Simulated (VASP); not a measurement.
Runs of VASP 6.6.1 on Zr2Si3. The structure is that of space group Pm-3m (No. 221), or close to it. The cells are those of the table. The cell was generated, and may not be a known phase.

| task | spin | cell | k mesh | cutoff (eV) | gap on the mesh (eV) | pressure (GPa) | moment (μB) |
| --- | --- | --- | --- | --- | --- | --- | --- |
| single point | collinear | a = 4.869 Å, 5 atoms | 8 × 8 × 8 | 520 | none | 0.0 | 0.49 |
| relaxation of cell and atoms | off | relaxed from a = 4.493 Å, 5 atoms | 4 × 4 × 4 | 600 | none | 0.2 | - |
| single point | collinear | a = 4.864 Å, 5 atoms | 4 × 4 × 4 | 520 | none | 0.1 | (b) |
| single point | off | a = 4.493 Å, 5 atoms | 4 × 4 × 4 | 520 | none | (a) | - |
| single point | off | a = 4.864 Å, 5 atoms | 4 × 4 × 4 | 520 | none | -0.1 | - |

Alike in all rows: level PBE; potentials or basis VASP PAW PBE potentials, release 64 (Zr_sv, Si); smearing gaussian 0.1 eV.

Problem. Fill in the values left out.

Solution. (a) 21.9; (b) 1.14.

Caveats: a moment this small can come from the mesh or the smearing (at least some runs); the cell stands under pressure (at least some runs).

A k mesh can miss the band edges, and the runs leave out spin-orbit coupling on Zr.

A gap of «none» marks levels without a gap at the run's occupations.
